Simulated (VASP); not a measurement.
# CuAu (P4/mmm) in VASP: single point with pbesol exchange, pbe correlation

Aim: the single point of CuAu with pbesol exchange, pbe correlation.

Everything below comes from runs of VASP 6.6.1. Logs are shortened: lines on timing, memory, paths and dates and some standing lists are left out, and cuts for length are marked.

**1. The cell of the first run**

It takes space group P4/mmm (No. 123, tetragonal). Conventional cell: a = 2.811 Å, b = 2.811 Å, c = 3.685 Å, α = 90.00°, β = 90.00°, γ = 90.00°. Cu (site symmetry 4/mmm) has 8 Au at 2.71 Å and 6 Cu at 2.81 to 3.69 Å within 3.7 Å. Within 3.7 Å of Au (site symmetry 4/mmm) lie 8 Cu at 2.71 Å and 6 Au at 2.81 to 3.69 Å.

**2. Single point, pbesol exchange, pbe correlation**

The input, INCAR:

```
ALGO = Normal
EDIFF = 1E-6
ENCUT = 600
GGA = LIBXC
GGA_COMPAT = False
ISIF = 2
ISMEAR = 1
LASPH = True
LCHARG = False
LIBXC1 = GGA_X_PBE_SOL
LIBXC2 = GGA_C_PBE
LREAL = False
LWAVE = False
NBANDS = 18
NELM = 120
PREC = Accurate
SIGMA = 0.3
```

The input, KPOINTS:

```
k-points
0
Gamma
  8 8 6
```

The input, POSCAR:

```
CuAu
1.0
    2.8107490000      0.0000000000      0.0000000000
    0.0000000000      2.8107490000      0.0000000000
    0.0000000000      0.0000000000      3.6850000000
Cu Au
1 1
Direct
    0.5000000000      0.5000000000      0.5000000000
    0.0000000000      0.0000000000      0.0000000000
```

Potentials or basis: VASP PAW PBE potentials, release 64 (Cu, Au).

Command:

```console
cat potpaw_PBE.64/Cu/POTCAR potpaw_PBE.64/Au/POTCAR > POTCAR
mpirun -np 1 vasp_std > vasp.out
```

OUTCAR:

```text
EDIFF = 1E-6
   ENCUT = 600
   GGA = LIBXC
   ISIF = 2
   ISMEAR = 1
   LASPH = True
   LREAL = False
   NELM = 120
   PREC = Accurate

 ion  position               nearest neighbor table
   1  0.500  0.500  0.500-   2 2.71   2 2.71   2 2.71   2 2.71   2 2.71   2 2.71   2 2.71   2 2.71

   2  0.000  0.000  0.000-   1 2.71   1 2.71   1 2.71   1 2.71   1 2.71   1 2.71   1 2.71   1 2.71

  LATTYP: Found a simple tetragonal cell.
 ALAT       =     2.8107490000
 C/A-ratio  =     1.3110384456

  Lattice vectors:

 A1 = (   2.8107490000,   0.0000000000,   0.0000000000)
 A2 = (   0.0000000000,   2.8107490000,   0.0000000000)
 A3 = (   0.0000000000,   0.0000000000,   3.6850000000)

Analysis of symmetry for initial positions (statically):
=====================================================================
 Subroutine PRICEL returns:
 Original cell was already a primitive cell.

 Routine SETGRP: Setting up the symmetry group for a
 simple tetragonal supercell.

 Subroutine GETGRP returns: Found 16 space group operations
 (whereof 16 operations were pure point group operations)
 out of a pool of 16 trial point group operations.

The static configuration has the point symmetry D_4h.

Analysis of symmetry for dynamics (positions and initial velocities):
=====================================================================
 Subroutine PRICEL returns:
 Original cell was already a primitive cell.

 Routine SETGRP: Setting up the symmetry group for a
 simple tetragonal supercell.

 Subroutine GETGRP returns: Found 16 space group operations
 (whereof 16 operations were pure point group operations)
 out of a pool of 16 trial point group operations.

The dynamic configuration has the point symmetry D_4h.

 Subroutine INISYM returns: Found 16 space group operations
 (whereof 16 operations are pure point group operations),
 and found     1 'primitive' translations

----------------------------------------------------------------------------------------

                                     Primitive cell

  volume of cell :      29.1126

  direct lattice vectors                    reciprocal lattice vectors
     2.810749000  0.000000000  0.000000000     0.355777054  0.000000000  0.000000000
     0.000000000  2.810749000  0.000000000     0.000000000  0.355777054  0.000000000
[... 74 lines left out ...]
   NGXF,Y,Z  is equivalent  to a cutoff of  28.39, 28.39, 27.07 a.u.
 SYSTEM =  unknown system
   PREC   = accura    normal or accurate (medium, high low for compatibility)
   ISTART =      0    job   : 0-new  1-cont  2-samecut
   ICHARG =      2    charge: 1-file 2-atom 10-const
   ISPIN  =      1    spin polarized calculation?
   LNONCOLLINEAR =      F non collinear calculations
   LSORBIT =      F    spin-orbit coupling
   LASPH  =      T    aspherical Exc in radial PAW
   ENCUT  =  600.0 eV  44.10 Ry    6.64 a.u.   5.61  5.61  7.36*2*pi/ulx,y,z
   NELM   =    120;   NELMIN=  2; NELMDL= -5     # of ELM steps
   EDIFF  = 0.1E-05   stopping-criterion for ELM
   LREAL  =      F    real-space projection
[... 7 lines left out ...]
   TEBEG  =    0.0;   TEEND  =   0.0 temperature during run
   PSTRESS=    0.0 pullay stress
   NELECT =      22.0000    total number of electrons
   NUPDOWN=      -1.0000    fix difference up-down
   EMIN   =  10.00;   EMAX   =-10.00  energy-range for DOS
   EFERMI =   0.00;   METHOD = LEGACY
   ISMEAR =     1;   SIGMA  =   0.30  broadening in eV -4-tet -1-fermi 0-gaus
   EFERMI_NEDOS =   21; number of points for ismear=-14 and -15
   IALGO  =     38    algorithm
   IMIX   =      4    mixing-type and parameters
     AMIX     =   0.40;   BMIX     =  1.00
     AMIX_MAG =   1.60;   BMIX_MAG =  1.00
  volume/ion in A,a.u.               =      14.56        98.23
  Fermi-wavevector in a.u.,A,eV,Ry     =   1.491152  2.817868 30.253012  2.223534
  Thomas-Fermi vector in A             =   2.603843
   LORBIT       =      0    0 simple, 1 ext, 2 COOP (PROOUT), +10 PAW based schemes
   GGA     = LIBXC    functional components
   LHFCALC =     F    Hartree Fock is set to
   AEXX    =    0.0000 exact exchange contribution
   IVDW    =     0    specifies the selected vdW correction
   LEPSILON=     F    determine dielectric tensor
   LRPA    =     F    only Hartree local field effects (RPA)
 non-spin polarized calculation
 Methfessel and Paxton  Order N= 1 SIGMA  =   0.30
  energy-cutoff  :      600.00
  volume of cell :       29.11
 maximum number of plane-waves:       991
 NGX is ok and might be reduce to    24
   NGX = 11   NGY = 11   NGZ = 15

 number of electron      22.0000014 magnetization

 Free energy of the ion-electron system (eV)
  ---------------------------------------------------
  ext. energy  EPLUGINS =         0.00000000
  ---------------------------------------------------
  free energy    TOTEN  =        -8.53718948 eV

  energy without entropy =       -8.53588223  energy(sigma->0) =       -8.53675373

 E-fermi :   8.5935     XC(G=0): -12.8463

 val. band max:        8.5702158824   @ k =   0.5000   0.1250   0.1667
 cond. band min:       8.6589463655   @ k =   0.2500   0.0000   0.3333
 fundamental gap:      0.0887304831
 Fermi energy:         8.5934761012

 k-point     1 :       0.0000    0.0000    0.0000
  band No.  band energies     occupation
      1      -1.2722      2.00000
      2       1.9903      2.00000
      3       2.1339      2.00000
      4       4.5578      2.00000
      5       4.5578      2.00000
      6       5.6333      2.00000
[... 481 lines left out ...]
      5       4.4653      2.00000
      6       5.2984      2.00000
[... 10 lines left out ...]
     17      22.6713      0.00000
     18      24.1571      0.00000

 [... further k-points ...]

------------------------ aborting loop because EDIFF is reached ----------------------------------------

  FORCE on cell =-STRESS in cart. coord.  units (eV):
  Direction    XX          YY          ZZ          XY          YZ          ZX
  --------------------------------------------------------------------------------------
  -------------------------------------------------------------------------------------
  Total       -0.8598076     -0.8598076     -1.1433650      0.0000000      0.0000000      0.0000000
  in kB      -47.3184227    -47.3184227    -62.9236412      0.0000000      0.0000000      0.0000000
  external PRESSURE =     -52.5201622 kB  Pullay stress =       0.0000000 kB

 VOLUME and BASIS-vectors are now :
 -----------------------------------------------------------------------------
  energy-cutoff  :      600.00
  volume of cell :       29.11
      direct lattice vectors                 reciprocal lattice vectors
     2.810749000  0.000000000  0.000000000     0.355777054  0.000000000  0.000000000
     0.000000000  2.810749000  0.000000000     0.000000000  0.355777054  0.000000000
     0.000000000  0.000000000  3.685000000     0.000000000  0.000000000  0.271370421

 POSITION                                       TOTAL-FORCE (eV/Angst)
 -----------------------------------------------------------------------------------
      1.40537      1.40537      1.84250         0.000000      0.000000      0.000000
      0.00000      0.00000      0.00000         0.000000      0.000000      0.000000
 -----------------------------------------------------------------------------------
    total drift:                                0.000000      0.000000     -0.000000

  FREE ENERGIE OF THE ION-ELECTRON SYSTEM (eV)
  ---------------------------------------------------
  free  energy   TOTEN  =        -8.5371894755 eV

  energy  without entropy=       -8.5358822292  energy(sigma->0) =       -8.53675373
```

Run time: 21 s. Hardware: 1 thread of Intel Xeon Platinum 8488C (Sapphire Rapids), shared host; peak memory 0.17 GiB.

What came out:

- Free energy: -8.5372 eV
- Pressure: -5.3 GPa
- Band gap on the k mesh: zero (bands 11 and 12 overlap by 7.31 eV)

Caveat: the cell stands under tension; so wide a smearing shifts energies and pressures; the PAW data sets were made with another functional, which shifts forces and pressure a little; spin-orbit coupling is left out, which moves the levels of the heavy elements.
